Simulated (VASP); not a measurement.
# TaN (P6/mmm) in VASP: further runs

The runs below take TaN through single point, with PBEsol+D3(BJ), LDA.

Program: VASP 6.6.1. These are calculated values, not measurements. Logs are shortened: lines on timing, memory, paths and dates and some standing lists are left out, and cuts for length are marked.

### Step 1. The cell of the first run

It takes space group P6/mmm (No. 191, hexagonal). The conventional cell has a = 5.168 Å, b = 5.168 Å, c = 2.888 Å, α = 90.00°, β = 90.00°, γ = 120.00°. Within 3.4 Å of Ta (site symmetry 6/mmm) lie 6 N at 2.58 Å and 14 Ta at 2.89 to 3.31 Å. Ta (site symmetry -6m2) has 6 N at 2.08 Å within 2.7 Å. Within 2.7 Å of N (site symmetry mmm) lie 6 Ta at 2.08 to 2.58 Å and 4 N at 2.58 Å.

### Step 2. Single point, PBEsol+D3(BJ)

INCAR

```
SYSTEM = TaN
ALGO = Normal ; EDIFF = 1E-6
ENCUT = 700 ; GGA = PS
GGA_COMPAT = .False. ; ISIF = 2
ISMEAR = -1 ; IVDW = 12
LASPH = .True. ; LCHARG = .False.
LREAL = .False. ; LWAVE = .False.
NBANDS = 36 ; NELM = 120
PREC = Accurate ; SIGMA = 0.1
```

KPOINTS

```
k-points
0
Gamma
  5 5 7
  0 0 0
```

POSCAR

```
TaN
1.0
    5.1680607367      0.0000000000      0.0000000000
   -2.5840303684      4.4756718863      0.0000000000
    0.0000000000      0.0000000000      2.8881516887
Ta N
3 3
Direct
    0.0000000000      0.0000000000      0.0000000000
    0.3333333333      0.6666666667      0.5000000000
    0.6666666667      0.3333333333      0.5000000000
    0.5000000000      0.0000000000      0.0000000000
    0.5000000000      0.5000000000      0.0000000000
    0.0000000000      0.5000000000      0.0000000000
```

Potentials or basis: VASP PAW PBE potentials, release 64 (Ta_sv_GW, N).

Command:

```console
> cat potpaw_PBE.64/Ta_sv_GW/POTCAR potpaw_PBE.64/N/POTCAR > POTCAR
> mpirun -np 1 vasp_std > vasp.out
```

OUTCAR:

```text
SYSTEM = TaN
   EDIFF = 1E-6
   ENCUT = 700
   GGA = PS
   ISIF = 2
   ISMEAR = -1
   IVDW = 12
   LASPH = .True.
   LREAL = .False.
   NELM = 120
   PREC = Accurate
 IVDW          = 12

 ion  position               nearest neighbor table
   1  0.000  0.000  0.000-
   2  0.333  0.667  0.500-   6 2.08   6 2.08   4 2.08   4 2.08   5 2.08   5 2.08   3 2.98   3 2.98
                             3 2.98
   3  0.667  0.333  0.500-   6 2.08   6 2.08   4 2.08   4 2.08   5 2.08   5 2.08   2 2.98   2 2.98
                             2 2.98
   4  0.500  0.000  0.000-   2 2.08   3 2.08   2 2.08   3 2.08
   5  0.500  0.500  0.000-   2 2.08   3 2.08   2 2.08   3 2.08
   6  0.000  0.500  0.000-   2 2.08   3 2.08   2 2.08   3 2.08

  LATTYP: Found a hexagonal cell.
 ALAT       =     5.1680607367
 C/A-ratio  =     0.5588463131

  Lattice vectors:

 A1 = (   5.1680607367,   0.0000000000,   0.0000000000)
 A2 = (  -2.5840303684,   4.4756718863,   0.0000000000)
 A3 = (   0.0000000000,   0.0000000000,   2.8881516887)

Analysis of symmetry for initial positions (statically):
=====================================================================
 Subroutine PRICEL returns:
 Original cell was already a primitive cell.

 Routine SETGRP: Setting up the symmetry group for a
 hexagonal supercell.

 Subroutine GETGRP returns: Found 24 space group operations
 (whereof 24 operations were pure point group operations)
 out of a pool of 24 trial point group operations.

The static configuration has the point symmetry D_6h.

Analysis of symmetry for dynamics (positions and initial velocities):
=====================================================================
 Subroutine PRICEL returns:
 Original cell was already a primitive cell.

 Routine SETGRP: Setting up the symmetry group for a
 hexagonal supercell.

 Subroutine GETGRP returns: Found 24 space group operations
 (whereof 24 operations were pure point group operations)
 out of a pool of 24 trial point group operations.

The dynamic configuration has the point symmetry D_6h.

 Subroutine INISYM returns: Found 24 space group operations
 (whereof 24 operations are pure point group operations),
 and found     1 'primitive' translations

----------------------------------------------------------------------------------------

                                     Primitive cell

  volume of cell :      66.8045

  direct lattice vectors                    reciprocal lattice vectors
     5.168060737  0.000000000  0.000000000     0.193496178  0.111715070  0.000000000
    -2.584030368  4.475671886  0.000000000     0.000000000  0.223430141  0.000000000
     0.000000000  0.000000000  2.888151689     0.000000000  0.000000000  0.346242202

  length of vectors
     5.168060737  5.168060737  2.888151689     0.223430141  0.223430141  0.346242202

  position of ions in fractional coordinates (direct lattice)
     0.000000000  0.000000000  0.000000000
     0.333333333  0.666666667  0.500000000
     0.666666667  0.333333333  0.500000000
     0.500000000  0.000000000  0.000000000
     0.500000000  0.500000000  0.000000000
     0.000000000  0.500000000  0.000000000

  ion indices of the primitive-cell ions
   primitive index   ion index
                 1           1
                 2           2
                 3           3
                 4           4
                 5           5
                 6           6

----------------------------------------------------------------------------------------

 KPOINTS: k-points

Automatic generation of k-mesh.
 Grid dimensions read from file:
 generate k-points for:    5    5    7

 Generating k-lattice:

  Cartesian coordinates                     Fractional coordinates (reciprocal lattice)
     0.038699236  0.022343014  0.000000000     0.200000000  0.000000000  0.000000000
     0.000000000  0.044686028  0.000000000     0.000000000  0.200000000  0.000000000
     0.000000000  0.000000000  0.049463172     0.000000000  0.000000000  0.142857143

  Length of vectors
     0.044686028  0.044686028  0.049463172

  Shift w.r.t. Gamma in fractional coordinates (k-lattice)
     0.000000000  0.000000000  0.000000000

 Subroutine IBZKPT returns following result:
 ===========================================

 Found     20 irreducible k-points:

 Following reciprocal coordinates:
            Coordinates               Weight
  0.000000  0.000000  0.000000      1.000000
  0.200000  0.000000  0.000000      6.000000
  0.400000  0.000000  0.000000      6.000000
  0.200000  0.200000  0.000000      6.000000
  0.400000  0.200000  0.000000      6.000000
  0.000000  0.000000  0.142857      2.000000
[... 12 lines left out ...]
  0.200000  0.200000  0.428571     12.000000
  0.400000  0.200000  0.428571     12.000000
   k-points           NKPTS =     20   k-points in BZ     NKDIM =     20   number of bands    NBANDS=     36
   number of dos      NEDOS =    301   number of ions     NIONS =      6
   total plane-waves  NPLWV =  64512
   dimension x,y,z NGX =    48 NGY =   48 NGZ =   28
   dimension x,y,z NGXF=    96 NGYF=   96 NGZF=   56
   ions per type =               3   3
   NGX,Y,Z   is equivalent  to a cutoff of  15.44, 15.44, 16.12 a.u.
   NGXF,Y,Z  is equivalent  to a cutoff of  30.88, 30.88, 32.23 a.u.
 SYSTEM =  TaN
   PREC   = accura    normal or accurate (medium, high low for compatibility)
   ISTART =      0    job   : 0-new  1-cont  2-samecut
   ICHARG =      2    charge: 1-file 2-atom 10-const
   ISPIN  =      1    spin polarized calculation?
   LNONCOLLINEAR =      F non collinear calculations
   LSORBIT =      F    spin-orbit coupling
   LASPH  =      T    aspherical Exc in radial PAW
   ENCUT  =  700.0 eV  51.45 Ry    7.17 a.u.  11.15 11.15  6.23*2*pi/ulx,y,z
   NELM   =    120;   NELMIN=  2; NELMDL= -5     # of ELM steps
   EDIFF  = 0.1E-05   stopping-criterion for ELM
   LREAL  =      F    real-space projection
[... 7 lines left out ...]
   TEBEG  =    0.0;   TEEND  =   0.0 temperature during run
   PSTRESS=    0.0 pullay stress
   NELECT =      54.0000    total number of electrons
   NUPDOWN=      -1.0000    fix difference up-down
   EMIN   =  10.00;   EMAX   =-10.00  energy-range for DOS
   EFERMI =   0.00;   METHOD = LEGACY
   ISMEAR =    -1;   SIGMA  =   0.10  broadening in eV -4-tet -1-fermi 0-gaus
   EFERMI_NEDOS =   21; number of points for ismear=-14 and -15
   IALGO  =     38    algorithm
   IMIX   =      4    mixing-type and parameters
     AMIX     =   0.40;   BMIX     =  1.00
     AMIX_MAG =   1.60;   BMIX_MAG =  1.00
  volume/ion in A,a.u.               =      11.13        75.14
  Fermi-wavevector in a.u.,A,eV,Ry     =   1.525003  2.881838 31.642189  2.325635
  Thomas-Fermi vector in A             =   2.633233
   LORBIT       =      0    0 simple, 1 ext, 2 COOP (PROOUT), +10 PAW based schemes
   GGA     = PS    functional components
   LHFCALC =     F    Hartree Fock is set to
   AEXX    =    0.0000 exact exchange contribution
   IVDW    =    12    specifies the selected vdW correction
   LEPSILON=     F    determine dielectric tensor
   LRPA    =     F    only Hartree local field effects (RPA)
 non-spin polarized calculation
  energy-cutoff  :      700.00
  volume of cell :       66.80
 maximum number of plane-waves:      2826
 NGX is ok and might be reduce to    48
   NGX = 23   NGY = 23   NGZ = 13

 number of electron      53.9999998 magnetization

 Free energy of the ion-electron system (eV)
  ---------------------------------------------------
  ext. energy  EPLUGINS =         0.00000000
  ---------------------------------------------------
  free energy    TOTEN  =       -76.36376999 eV

  energy without entropy =      -76.33277604  energy(sigma->0) =      -76.34827301

 E-fermi :  12.4295     XC(G=0): -13.6282

 val. band max:       12.3151552288   @ k =   0.0000   0.0000   0.2857
 cond. band min:      12.5447187315   @ k =   0.2000   0.0000   0.2857
 fundamental gap:      0.2295635027
 Fermi energy:        12.4295011997

 k-point     1 :       0.0000    0.0000    0.0000
  band No.  band energies     occupation
      1     -56.9295      2.00000
      2     -56.8781      2.00000
      3     -56.6088      2.00000
      4     -23.8275      2.00000
      5     -23.8275      2.00000
      6     -23.4204      2.00000
[... 28 lines left out ...]
     35      15.6275      0.00000
     36      15.6339      0.00000

 k-point     2 :       0.2000    0.0000    0.0000
  band No.  band energies     occupation
      1     -56.9251      2.00000
      2     -56.8824      2.00000
      3     -56.6091      2.00000
      4     -23.8579      2.00000
      5     -23.8088      2.00000
      6     -23.3944      2.00000
[... 28 lines left out ...]
     35      15.7818      0.00000
     36      15.9449      0.00000

 k-point     3 :       0.4000    0.0000    0.0000
  band No.  band energies     occupation
      1     -56.9149      2.00000
      2     -56.8924      2.00000
      3     -56.6095      2.00000
      4     -23.8991      2.00000
      5     -23.7288      2.00000
      6     -23.4588      2.00000
[... 28 lines left out ...]
     35      15.9955      0.00000
     36      16.1432      0.00000
[... 586 lines left out ...]
 k-point    19 :       0.2000    0.2000    0.4286
  band No.  band energies     occupation
      1     -56.8680      2.00000
      2     -56.8415      2.00000
      3     -56.5701      2.00000
      4     -24.1038      2.00000
      5     -23.9640      2.00000
      6     -23.6969      2.00000
[... 28 lines left out ...]
     35      16.2753      0.00000
     36      17.7031      0.00000

 k-point    20 :       0.4000    0.2000    0.4286
  band No.  band energies     occupation
      1     -56.8598      2.00000
      2     -56.8496      2.00000
      3     -56.5701      2.00000
      4     -24.0682      2.00000
      5     -24.0073      2.00000
      6     -23.7138      2.00000
[... 28 lines left out ...]
     35      16.4157      0.00000
     36      18.2261      0.00000

------------------------ aborting loop because EDIFF is reached ----------------------------------------

 Edisp (eV)   -2.66613

 E8    (eV) :    -1.8512

  FORCE on cell =-STRESS in cart. coord.  units (eV):
  Direction    XX          YY          ZZ          XY          YZ          ZX
  --------------------------------------------------------------------------------------
  -------------------------------------------------------------------------------------
  Total       0.02790     0.02790     0.11884    -0.00000    -0.00000     0.00000
  in kB       0.66915     0.66915     2.85026    -0.00000    -0.00000     0.00000
  external pressure =        1.40 kB  Pullay stress =        0.00 kB

 VOLUME and BASIS-vectors are now :
 -----------------------------------------------------------------------------
  energy-cutoff  :      700.00
  volume of cell :       66.80
      direct lattice vectors                 reciprocal lattice vectors
     5.168060737  0.000000000  0.000000000     0.193496178  0.111715070  0.000000000
    -2.584030368  4.475671886  0.000000000     0.000000000  0.223430141  0.000000000
     0.000000000  0.000000000  2.888151689     0.000000000  0.000000000  0.346242202

 POSITION                                       TOTAL-FORCE (eV/Angst)
 -----------------------------------------------------------------------------------
      0.00000      0.00000      0.00000        -0.000000      0.000000      0.000000
     -0.00000      2.98378      1.44408         0.000000     -0.000000      0.000000
      2.58403      1.49189      1.44408        -0.000000      0.000000      0.000000
      2.58403      0.00000      0.00000        -0.000000      0.000000      0.000000
      1.29202      2.23784      0.00000        -0.000000      0.000000      0.000000
     -1.29202      2.23784      0.00000        -0.000000      0.000000      0.000000
 -----------------------------------------------------------------------------------
    total drift:                               -0.000000      0.000000     -0.000000

  FREE ENERGIE OF THE ION-ELECTRON SYSTEM (eV)
  ---------------------------------------------------
  free  energy   TOTEN  =       -79.0299034755 eV

  energy  without entropy=      -78.9989095188  energy(sigma->0) =      -79.01440650
```

Run time: 2.5 min. Hardware: 1 thread of AMD EPYC 7R13 (Zen 3), shared host; peak memory 0.25 GiB.

What came out:

```
Free energy                : -79.0299 eV
Pressure                   : 0.1 GPa
Band gap on the k mesh     : zero (bands 27 and 28 overlap by 2.09 eV)
Dispersion energy per atom : -0.444 eV
```

Caveat: the PAW data sets were made with another functional, which shifts forces and pressure a little; spin-orbit coupling is left out, which moves the levels of the heavy elements.

### Step 3. Single point, LDA

INCAR

```
SYSTEM = TaN
  PREC = Accurate
  ENCUT = 700
  EDIFF = 1E-6
  ISMEAR = -1
  SIGMA = 0.1
  LREAL = .FALSE.
  LASPH = .TRUE.
  NELM = 120
  ALGO = Normal
  ISIF = 2
  LWAVE = .FALSE.
  LCHARG = .FALSE.
  GGA = CA
  NBANDS = 36
  GGA_COMPAT = .FALSE.
```

KPOINTS

```
Automatic mesh
0
G
  5 5 7
  0 0 0
```

POSCAR, as its differences from that of step 2:

```diff
@@ -2,5 +2,5 @@
 1.0
-    5.1680607367      0.0000000000      0.0000000000
-   -2.5840303684      4.4756718863      0.0000000000
-    0.0000000000      0.0000000000      2.8881516887
+    5.1785803477      0.0000000000      0.0000000000
+   -2.5892901739      4.4847821367      0.0000000000
+    0.0000000000      0.0000000000      2.8801946191
 Ta N
```

Potentials or basis: VASP PAW LDA potentials, release 64 (Ta_sv_GW, N).

Command:

```console
> cat potpaw_LDA.64/Ta_sv_GW/POTCAR potpaw_LDA.64/N/POTCAR > POTCAR
> mpirun -np 1 vasp_std > vasp.out
```

It took 3.3 min on 1 thread of Intel Xeon Platinum 8259CL at 2.50GHz (Skylake/Cascade Lake), shared host; peak memory 0.24 GiB.

Results (log left out):

```yaml
Free_energy: -78.9442 eV
Pressure: 1.0 GPa
Band_gap_on_the_k_mesh: zero (bands 27 and 28 overlap by 2.10 eV)
```

Stress tensor (GPa, compression positive):
```
0.82 0.00 0.00
0.00 0.82 0.00
0.00 0.00 1.48
```

Levels at points of the mesh, in eV from the Fermi level:
| k point | band 23 | band 24 | band 25 | band 26 | band 27 | band 28 | band 29 | band 30 | band 31 | band 32 |
| --- | --- | --- | --- | --- | --- | --- | --- | --- | --- | --- |
| (0.00, 0.00, 0.00) | -3.22 | -3.22 | -2.72 | -2.32 | -1.48 | -1.48 | 0.71 | 0.71 | 1.05 | 2.11 |

Caveat: spin-orbit coupling is left out, which moves the levels of the heavy elements.

The gap in the log of VASP goes by the Fermi energy; the results here count the filled bands.